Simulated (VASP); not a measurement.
# O (Fmmm) in VASP: notebook

The runs below take O through electric field gradients, with LDA.

All numbers are computed with VASP 6.6.1; they aren't measurements. Logs are shortened: lines on timing, memory, paths and dates and some standing lists are left out, and cuts for length are marked.

### 1 The cell of the first run

It takes space group Fmmm (No. 69, orthorhombic). The conventional cell has a = 2.963 Å, b = 3.729 Å, c = 7.692 Å, α = 90.00°, β = 90.00°, γ = 90.00°. O (site symmetry mm2) has 1 O at 1.21 Å within 1.6 Å.

### 2 Electric field gradients, LDA (10.62 Å³/atom)

File INCAR:

```
PREC = Accurate ; ENCUT = 520
EDIFF = 1E-8 ; ISMEAR = -1
SIGMA = 0.08 ; LREAL = F
LASPH = T ; NELM = 60
ALGO = Normal ; ISIF = 2
LWAVE = F ; LCHARG = F
LEFG = T ; NBANDS = 13
```

File KPOINTS:

```
Automatic mesh
0
Gamma
  14 14 14
```

File POSCAR:

```
O
1.0
    0.0000000000      1.8643428824      3.8461435541
    1.4814762822      0.0000000000      3.8461435541
    1.4814762822      1.8643428824      0.0000000000
O
2
Direct
    0.4210980000      0.4210980000      0.5789020000
    0.5789020000      0.5789020000      0.4210980000
```

Potentials or basis: VASP PAW LDA potentials, release 64 (O).

Started as:

```bash
$ cat potpaw_LDA.64/O/POTCAR > POTCAR
$ mpirun -np 1 vasp_std > vasp.out
```

OUTCAR:

```text
PREC = Accurate
   ENCUT = 520
   EDIFF = 1E-8
   ISMEAR = -1
   LREAL = F
   LASPH = T
   NELM = 60
   ISIF = 2

 ion  position               nearest neighbor table
   1  0.421  0.421  0.579-   2 1.21
   2  0.579  0.579  0.421-   1 1.21

  LATTYP: Found a face centered orthorhombic cell.
 ALAT       =     2.9629525644
 B/A-ratio  =     1.2584358621
 C/A-ratio  =     2.5961560103

  Lattice vectors:

 A1 = (   0.0000000000,   1.8643428824,   3.8461435541)
 A2 = (   1.4814762822,   0.0000000000,   3.8461435541)
 A3 = (   1.4814762822,   1.8643428824,   0.0000000000)

Analysis of symmetry for initial positions (statically):
=====================================================================
 Subroutine PRICEL returns:
 Original cell was already a primitive cell.

 Routine SETGRP: Setting up the symmetry group for a
 face centered orthorhombic supercell.

 Subroutine GETGRP returns: Found  8 space group operations
 (whereof  8 operations were pure point group operations)
 out of a pool of  8 trial point group operations.

The static configuration has the point symmetry D_2h.

Analysis of symmetry for dynamics (positions and initial velocities):
=====================================================================
 Subroutine PRICEL returns:
 Original cell was already a primitive cell.

 Routine SETGRP: Setting up the symmetry group for a
 face centered orthorhombic supercell.

 Subroutine GETGRP returns: Found  8 space group operations
 (whereof  8 operations were pure point group operations)
 out of a pool of  8 trial point group operations.

The dynamic configuration has the point symmetry D_2h.

 Subroutine INISYM returns: Found  8 space group operations
 (whereof  8 operations are pure point group operations),
 and found     1 'primitive' translations

----------------------------------------------------------------------------------------

                                     Primitive cell

  volume of cell :      21.2459

  direct lattice vectors                    reciprocal lattice vectors
     0.000000000  1.864342882  3.846143554    -0.337501184  0.268191010  0.130000348
     1.481476282  0.000000000  3.846143554     0.337501184 -0.268191010  0.130000348
     1.481476282  1.864342882  0.000000000     0.337501184  0.268191010 -0.130000348

  length of vectors
     4.274177654  4.121600686  2.381290902     0.450259434  0.450259434  0.450259434

  position of ions in fractional coordinates (direct lattice)
     0.421098000  0.421098000  0.578902000
     0.578902000  0.578902000  0.421098000

  ion indices of the primitive-cell ions
   primitive index   ion index
                 1           1
                 2           2

----------------------------------------------------------------------------------------

 KPOINTS: Automatic mesh

Automatic generation of k-mesh.
 Grid dimensions read from file:
 generate k-points for:   14   14   14

 Generating k-lattice:

  Cartesian coordinates                     Fractional coordinates (reciprocal lattice)
    -0.024107227  0.019156501  0.009285739     0.071428571 -0.000000000 -0.000000000
     0.024107227 -0.019156501  0.009285739     0.000000000  0.071428571  0.000000000
     0.024107227  0.019156501 -0.009285739     0.000000000  0.000000000  0.071428571

  Length of vectors
     0.032161388  0.032161388  0.032161388

  Shift w.r.t. Gamma in fractional coordinates (k-lattice)
     0.000000000  0.000000000  0.000000000

 Subroutine IBZKPT returns following result:
 ===========================================

 Found    428 irreducible k-points:

 Following reciprocal coordinates:
            Coordinates               Weight
  0.000000  0.000000  0.000000      1.000000
  0.071429  0.000000  0.000000      8.000000
  0.142857  0.000000 -0.000000      8.000000
  0.214286  0.000000 -0.000000      8.000000
  0.285714  0.000000 -0.000000      8.000000
  0.357143  0.000000 -0.000000      8.000000
[... 16 lines left out ...]
  0.214286  0.142857 -0.000000      8.000000
  0.285714  0.142857  0.000000      8.000000
 [... further k-points ...]
   k-points           NKPTS =    428   k-points in BZ     NKDIM =    428   number of bands    NBANDS=     13
   number of dos      NEDOS =    301   number of ions     NIONS =      2
   total plane-waves  NPLWV =  18432
   dimension x,y,z NGX =    32 NGY =   32 NGZ =   18
   dimension x,y,z NGXF=    64 NGYF=   64 NGZF=   36
   ions per type =               2
   NGX,Y,Z   is equivalent  to a cutoff of  12.45, 12.91, 12.57 a.u.
   NGXF,Y,Z  is equivalent  to a cutoff of  24.89, 25.81, 25.13 a.u.
 SYSTEM =  unknown system
   PREC   = accura    normal or accurate (medium, high low for compatibility)
   ISTART =      0    job   : 0-new  1-cont  2-samecut
   ICHARG =      2    charge: 1-file 2-atom 10-const
   ISPIN  =      1    spin polarized calculation?
   LNONCOLLINEAR =      F non collinear calculations
   LSORBIT =      F    spin-orbit coupling
   LASPH  =      T    aspherical Exc in radial PAW
   ENCUT  =  520.0 eV  38.22 Ry    6.18 a.u.   7.95  7.66  4.43*2*pi/ulx,y,z
   NELM   =     60;   NELMIN=  2; NELMDL= -5     # of ELM steps
   EDIFF  = 0.1E-07   stopping-criterion for ELM
   LREAL  =      F    real-space projection
   EDIFFG = 0.1E-06   stopping-criterion for IOM
   NSW    =      0    number of steps for IOM
   IBRION =     -1    ionic relax: 0-MD 1-quasi-New 2-CG
   NFREE  =      0    steps in history (QN), initial steepest desc. (CG)
   ISIF   =      2    stress and relaxation
   ISYM   =      2    0-nonsym 1-usesym 2-fastsym
   POTIM  = 0.5000    time-step for ionic-motion
   TEBEG  =    0.0;   TEEND  =   0.0 temperature during run
   PSTRESS=    0.0 pullay stress
   NELECT =      12.0000    total number of electrons
   NUPDOWN=      -1.0000    fix difference up-down
   EMIN   =  10.00;   EMAX   =-10.00  energy-range for DOS
   EFERMI =   0.00;   METHOD = LEGACY
   ISMEAR =    -1;   SIGMA  =   0.08  broadening in eV -4-tet -1-fermi 0-gaus
   EFERMI_NEDOS =   21; number of points for ismear=-14 and -15
   IALGO  =     38    algorithm
   IMIX   =      4    mixing-type and parameters
     AMIX     =   0.40;   BMIX     =  1.00
     AMIX_MAG =   1.60;   BMIX_MAG =  1.00
  volume/ion in A,a.u.               =      10.62        71.69
  Fermi-wavevector in a.u.,A,eV,Ry     =   1.353245  2.557263 24.915986  1.831273
  Thomas-Fermi vector in A             =   2.480517
   LORBIT       =      0    0 simple, 1 ext, 2 COOP (PROOUT), +10 PAW based schemes
   GGA     = CA    functional components
   LHFCALC =     F    Hartree Fock is set to
   AEXX    =    0.0000 exact exchange contribution
   IVDW    =     0    specifies the selected vdW correction
   LEPSILON=     F    determine dielectric tensor
   LRPA    =     F    only Hartree local field effects (RPA)
 non-spin polarized calculation
  energy-cutoff  :      520.00
  volume of cell :       21.25
 maximum number of plane-waves:       585
   NGX = 15   NGY = 15   NGZ =  9

 number of electron      11.9999997 magnetization

 Free energy of the ion-electron system (eV)
  ---------------------------------------------------
  ext. energy  EPLUGINS =         0.00000000
  ---------------------------------------------------
  free energy    TOTEN  =       -11.00704808 eV

  energy without entropy =      -10.98730469  energy(sigma->0) =      -10.99717639

 E-fermi :   0.5816     XC(G=0): -10.4506

 val. band max:        0.5753500208   @ k =   0.2143   0.0000  -0.0000
 cond. band min:       0.5846833686   @ k =  -0.2143   0.2857   0.2857
 fundamental gap:      0.0093333478
 Fermi energy:         0.5816307700

 k-point     1 :       0.0000    0.0000    0.0000
  band No.  band energies     occupation
      1     -26.8679      2.00000
      2     -13.8448      2.00000
      3      -8.2906      2.00000
      4      -4.6689      2.00000
      5      -4.1743      2.00000
      6       1.8039      0.00000
      7       2.2299      0.00000
      8      10.6049      0.00000
      9      11.0075      0.00000
     10      12.6532      0.00000
     11      19.1365      0.00000
     12      21.3599      0.00000
     13      27.0563      0.00000

 k-point     2 :       0.0714    0.0000    0.0000
  band No.  band energies     occupation
      1     -26.8283      2.00000
      2     -13.8063      2.00000
      3      -8.2463      2.00000
      4      -4.7946      2.00000
      5      -4.2599      2.00000
      6       1.6941      0.00000
      7       2.1608      0.00000
      8      10.5351      0.00000
      9      11.1797      0.00000
     10      12.8449      0.00000
     11      19.2964      0.00000
     12      21.3756      0.00000
     13      26.4630      0.00000

 k-point     3 :       0.1429    0.0000   -0.0000
  band No.  band energies     occupation
      1     -26.7151      2.00000
      2     -13.6944      2.00000
      3      -8.1338      2.00000
      4      -5.2651      2.00000
      5      -4.3385      2.00000
      6       1.2631      0.00040
      7       2.1013      0.00000
      8      10.3407      0.00000
      9      11.6798      0.00000
     10      13.3626      0.00000
     11      19.6912      0.00000
     12      21.2947      0.00000
     13      25.1975      0.00000
[... 305 lines left out ...]
 k-point    23 :       0.2143    0.1429   -0.0000
  band No.  band energies     occupation
      1     -26.8177      2.00000
      2     -14.0051      2.00000
      3      -7.8744      2.00000
      4      -4.8104      2.00000
      5      -4.2676      2.00000
      6       1.7310      0.00000
      7       2.1805      0.00000
      8       9.0263      0.00000
      9      11.5597      0.00000
     10      13.3889      0.00000
     11      20.5099      0.00000
     12      21.1360      0.00000
     13      27.1607      0.00000

 k-point    24 :       0.2857    0.1429    0.0000
  band No.  band energies     occupation
      1     -26.7027      2.00000
      2     -13.9233      2.00000
      3      -7.7033      2.00000
      4      -5.2847      2.00000
      5      -4.3488      2.00000
      6       1.3051      0.00024
      7       2.1286      0.00000
      8       8.8237      0.00000
      9      12.1807      0.00000
     10      13.7649      0.00000
     11      20.7064      0.00000
     12      21.3105      0.00000
     13      26.0013      0.00000

 [... further k-points ...]
[... 5 lines left out ...]
  --------------------------------------------------------------------------------------
  -------------------------------------------------------------------------------------
  Total       -0.6039059     -0.9822566      0.2247578      0.0000000      0.0000000      0.0000000
  in kB      -45.5411415    -74.0729381     16.9492033      0.0000000      0.0000000      0.0000000
  external PRESSURE =     -34.2216254 kB  Pullay stress =       0.0000000 kB

 VOLUME and BASIS-vectors are now :
 -----------------------------------------------------------------------------
  energy-cutoff  :      520.00
  volume of cell :       21.25
      direct lattice vectors                 reciprocal lattice vectors
     0.000000000  1.864342882  3.846143554    -0.337501184  0.268191010  0.130000348
     1.481476282  0.000000000  3.846143554     0.337501184 -0.268191010  0.130000348
     1.481476282  1.864342882  0.000000000     0.337501184  0.268191010 -0.130000348

 POSITION                                       TOTAL-FORCE (eV/Angst)
 -----------------------------------------------------------------------------------
      1.48148      1.86434      3.23921         0.000000      0.000000     -0.340824
      1.48148      1.86434      4.45308         0.000000      0.000000      0.340824
 -----------------------------------------------------------------------------------
    total drift:                                0.000000      0.000000      0.000000

  FREE ENERGIE OF THE ION-ELECTRON SYSTEM (eV)
  ---------------------------------------------------
  free  energy   TOTEN  =       -11.0070480821 eV

  energy  without entropy=      -10.9873046908  energy(sigma->0) =      -10.99717639

 Electric field gradients (V/A^2)
---------------------------------------------------------------------
 ion       V_xx      V_yy      V_zz      V_xy      V_xz      V_yz
---------------------------------------------------------------------
   1     -71.579   -54.889   126.468     0.003    -0.000     0.001
   2     -71.579   -54.889   126.468     0.003    -0.000     0.001
---------------------------------------------------------------------

 Electric field gradients after diagonalization (V/A^2)
 (convention: |V_zz| > |V_xx| > |V_yy|)
----------------------------------------------------------------------
 ion       V_xx      V_yy      V_zz     asymmetry (V_yy - V_xx)/ V_zz
----------------------------------------------------------------------
   1     -71.579   -54.889   126.468       0.132
   2     -71.579   -54.889   126.468       0.132
----------------------------------------------------------------------

           NMR quadrupolar parameters

 Cq : quadrupolar parameter    Cq=e*Q*V_zz/h
 eta: asymmetry parameters     (V_yy - V_xx)/ V_zz
 Q  : nuclear electric quadrupole moment in mb (millibarn)
----------------------------------------------------------------------
 ion       Cq(MHz)       eta       Q (mb)
----------------------------------------------------------------------
   1       0.306       0.132       1.000
   2       0.306       0.132       1.000
----------------------------------------------------------------------
```

Wall time 88 s (1 thread of Oxide Virtual Turin-like, shared host); peak memory 0.16 GiB.

Results:

* Free energy: -11.0070 eV
* Pressure: -3.4 GPa
* Largest force: 0.341 eV/Å
* Band gap on the k mesh: zero (bands 6 and 7 overlap by 2.19 eV)
* Largest electric field gradient by atom: O +126.5 V/Å²

Forces on the atoms (eV/Å):
```
O    0.000  0.000 -0.341
O    0.000  0.000  0.341
```

Electric field gradients, principal values (V/Å²):
```
atom    least   middle  greatest (by size)
 1 O  -54.889  -71.579             126.468
 2 O  -54.889  -71.579             126.468
```

Caveat: the standard files for N, O and F lose accuracy on very short bonds; spin is off for a triplet molecule; the stress differs along the axes, from -7 to 2 GPa; without QUAD_EFG the Cq values of the log hold for a quadrupole moment of 1 mb, not for the nuclei.

(Part 1 of 3 ends here.)
